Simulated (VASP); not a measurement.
A run of VASP 6.6.1:

The input INCAR:

```
SYSTEM = TlH4
PREC = Accurate ; ENCUT = 600
EDIFF = 1E-6 ; ISMEAR = 0
SIGMA = 0.1 ; LREAL = .False.
LASPH = .True. ; NELM = 60
ALGO = Normal ; ISIF = 3
LWAVE = .False. ; LCHARG = .False.
GGA = PE ; IBRION = 2
NSW = 90 ; EDIFFG = -0.04
```

File KPOINTS:

```
Automatic mesh
0
Gamma
  4 4 4
  0 0 0
```

File POSCAR:

```
TlH4
1.0
    0.0000000000      3.9556804000      3.9556804000
    3.9556804000      0.0000000000      3.9556804000
    3.9556804000      3.9556804000      0.0000000000
Tl H
2 8
Direct
    0.5000000000      0.5000000000      0.5000000000
    0.7500000000      0.7500000000      0.7500000000
    0.8974584700      0.8974584700      0.8974584700
    0.8974584700      0.8974584700      0.3076246000
    0.8974584700      0.3076246000      0.8974584700
    0.3076246000      0.8974584700      0.8974584700
    0.3525415300      0.3525415300      0.9423754000
    0.3525415300      0.3525415300      0.3525415300
    0.3525415300      0.9423754000      0.3525415300
    0.9423754000      0.3525415300      0.3525415300
```

Potentials or basis: VASP PAW PBE potentials, release 64 (Tl_d, H).

Run with:

```console
$ cat potpaw_PBE.64/Tl_d/POTCAR potpaw_PBE.64/H/POTCAR > POTCAR
$ mpirun -np 1 vasp_std > vasp.out
```

Hardware: 1 thread of Intel(R) Xeon(R) Platinum 8375C CPU @ 2.90GHz (Ice Lake) (shared host).

Q: Estimate the wall time of this run.

A: Run time: 2.3 min on 1 thread of Intel(R) Xeon(R) Platinum 8375C CPU @ 2.90GHz (Ice Lake), with other jobs on the host, peak memory 0.33 GiB. Counts: scf iterations 60, k points 8, ion steps 7.
